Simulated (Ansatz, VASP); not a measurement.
**W3O: VASP beside Ansatz**

INCAR

```
SYSTEM = W3O
PREC     = Accurate       ! precision mode
ENCUT    = 520            ! plane-wave cutoff, eV
EDIFF    = 1E-6           ! SCF threshold, eV
ISMEAR   = 0              ! smearing method
SIGMA    = 0.15           ! smearing width, eV
LREAL    = .FALSE.        ! projectors in reciprocal space
LASPH    = .TRUE.         ! aspherical terms in the spheres
NELM     = 80             ! most SCF steps
ALGO     = Normal         ! electronic algorithm
ISIF     = 2              ! what is computed and relaxed
LWAVE    = .FALSE.        ! write WAVECAR
LCHARG   = .FALSE.        ! write CHGCAR
GGA      = PS             ! functional
NBANDS   = 58             ! bands
```

Contents of KPOINTS:

```
regular mesh
0
G
  8 8 8
  0 0 0
```

The input POSCAR:

```
W3O
1.0
    4.8313496660      0.0000000000      0.0000000000
    0.0000000000      4.8313496660      0.0000000000
    0.0000000000      0.0000000000      4.9038199110
W O
6 2
Direct
    0.5000000000      0.7500000000      0.0000000000
    0.0000000000      0.5000000000      0.7500000000
    0.2500000000      0.0000000000      0.5000000000
    0.5000000000      0.2500000000      0.0000000000
    0.0000000000      0.5000000000      0.2500000000
    0.7500000000      0.0000000000      0.5000000000
    0.5000000000      0.5000000000      0.5000000000
    0.0000000000      0.0000000000      0.0000000000
```

Input for Ansatz:

```yaml
crystal:
  lattice:
    - [4.831349666, 0.0, 0.0]
    - [0.0, 4.831349666, 0.0]
    - [0.0, 0.0, 4.903819911]
  atoms:
    - { symbol: W, position: [0.5, 0.75, 0.0] }
    - { symbol: W, position: [0.0, 0.5, 0.75] }
    - { symbol: W, position: [0.25, 0.0, 0.5] }
    - { symbol: W, position: [0.5, 0.25, 0.0] }
    - { symbol: W, position: [0.0, 0.5, 0.25] }
    - { symbol: W, position: [0.75, 0.0, 0.5] }
    - { symbol: O, position: [0.5, 0.5, 0.5] }
    - { symbol: O, position: [0.0, 0.0, 0.0] }
basis:
  ecutwfc: 420
kpoints:
  mp_grid: { grid: [8, 8, 8] }
hamiltonian:
  xc: pbesol
scf:
  occupations: { method: gaussian, width: 0.15 }
output:
  forces: true
  stress: true
  eigenvalues: true
```

Change from the starting cell: strain +0.000 along x and y, +0.015 along z, atoms carried along.

Alike in both runs: task single point; functional PBEsol; k mesh 8 × 8 × 8; occupations gaussian, width 0.15 eV; no spin polarisation.

|  | VASP | Ansatz |
| --- | --- | --- |
| version | VASP 6.6.1 | Ansatz 0.2.0 |
| potentials or method | VASP PAW PBE potentials, release 64 (W_sv, O), cutoff 520 eV | scalar-relativistic, plane waves, PAW |
| valence electrons in the cell | 96 | 96 |

|  | VASP | Ansatz | Ansatz less VASP |
| --- | --- | --- | --- |
| gap on the k mesh at the Fermi level (eV) | none | none | - |
| pressure (GPa) | -2.9 | -3.8 | -0.93 |
| traceless stress, the component that is largest in VASP (GPa) | -0.86 | -0.73 | +0.134 |
| rms of the force components (eV/Å) | 0.057 | 0.056 | -0.0002 |

VASP's potentials were made for PBE, not for PBEsol. Atom by atom the forces differ by 0.000 eV/Å (rms over components). A gap of «none» marks a metal or a gap that the smearing closes. The functional is the same, so the differences come from potentials, cutoffs and numerics.

Spin-orbit coupling is off throughout.
